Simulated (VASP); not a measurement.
Crystal: In2S.

```
CELL_PARAMETERS angstrom
4.10862 0.00000 0.00000
0.00000 4.10862 0.00000
0.00000 0.00000 4.15452
ATOMIC_POSITIONS crystal
In 0.50000 0.00000 0.74132
In 0.00000 0.50000 0.25868
S 0.00000 0.00000 0.00000
```

```yaml
Program: VASP 6.6.1
Task: relaxation of cell and atoms
Functional: PBE
Potentials_or_basis: VASP PAW PBE potentials, release 64 (In_d, S)
Cutoff: 600 eV
k_mesh: 4 × 4 × 4
Occupations: gaussian, width 0.1 eV
Spin: no spin polarisation
```

At the start: pressure 22.9 GPa; volume 23.38 Å³/atom.

Task: How do energy, volume and symmetry change on relaxing?

Result: Over 17 steps the energy falls by 925.6 meV/atom and the volume is 28.87 Å³/atom (+23.5 %); space group P-4m2 (No. 115, to 0.05 Å).

Step by step:
```
step  energy change (eV)  largest force (eV/Å)  pressure (GPa)  volume (Å³)
   1              0.0000                3.8124           22.86        70.13
   2             -2.2116                0.3329           -1.73       109.65
   3             -2.2379                0.6317           -0.32       102.71
   4             -2.2393                0.5856           -0.54       103.64
   5             -2.3013                0.5527           -0.60       102.47
   6             -2.4852                0.3596           -0.89        98.80
   7             -2.6859                0.4055           -1.73        90.84
   8             -2.7136                0.4714            0.63        83.09
   9             -2.7193                0.4449           -0.17        85.21
  10             -2.7419                0.2644            0.19        85.00
  11             -2.7544                0.0035            0.76        84.70
  12             -2.7684                0.0089            0.14        86.29
  13             -2.7725                0.0145           -0.42        87.89
  14             -2.7757                0.0355           -0.19        87.20
  15             -2.7766                0.0554            0.01        86.55
  16             -2.7766                0.0530            0.00        86.61
  17             -2.7769                0.0227           -0.07        86.61
```

Final structure:
```
In S
1.0
     4.00064    0.00000    0.00000
     0.00000    4.00064    0.00000
     0.00000    0.00000    5.41147
In S
2 1
Direct
  0.50000 0.00000 0.66099
  0.00000 0.50000 0.33901
  0.00000 0.00000 0.00000
```

Caveat: the k points lie up to 0.39 Å⁻¹ apart in the final cell; the volume moved by over 15 % at a fixed basis, so the end points are rough.
